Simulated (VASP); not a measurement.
TlBTe2, 4 atoms in the cell. Symmetry: P-6m2, No. 187, hexagonal system. The conventional cell has a = 3.939 Å, b = 3.939 Å, c = 9.344 Å, α = 90.00°, β = 90.00°, γ = 120.00°. Within 3.0 Å of Tl (site symmetry -6m2) lie 3 B at 2.27 Å. B (site symmetry -6m2) has 3 Tl at 2.27 Å within 3.0 Å. Within 3.4 Å of Te (site symmetry 3m) lie 1 Te at 2.61 Å and 1 Tl at 3.37 Å. The cell was built from a structure type or drawn by symmetry, and may not be a known phase.

- Program: VASP 6.6.1
- Task: single point
- Functional: PBE
- Potentials or basis: VASP PAW PBE potentials, release 64 (Tl_d, B, Te)
- Cutoff: 500 eV
- k mesh: 12 × 12 × 6
- Occupations: gaussian, width 0.1 eV
- Spin: no spin polarisation
- Dipole correction: no
- Further INCAR settings: ALGO = Normal; EDIFF = 1e-06; NBANDS = 22

Potentials or basis: VASP PAW PBE potentials, release 64 (Tl_d, B, Te).

The run is started by

```sh
$ cat potpaw_PBE.64/Tl_d/POTCAR potpaw_PBE.64/B/POTCAR potpaw_PBE.64/Te/POTCAR > POTCAR
$ mpirun -np 1 vasp_std > vasp.out
```

Hardware: 1 thread of AMD EPYC 7R13 (shared host).

Q: Estimate the wall time of this run.

A: Run time: 6.1 min on 1 thread of AMD EPYC 7R13, with other jobs on the host, peak memory 0.35 GiB. Counts: scf iterations 14, k points 76.
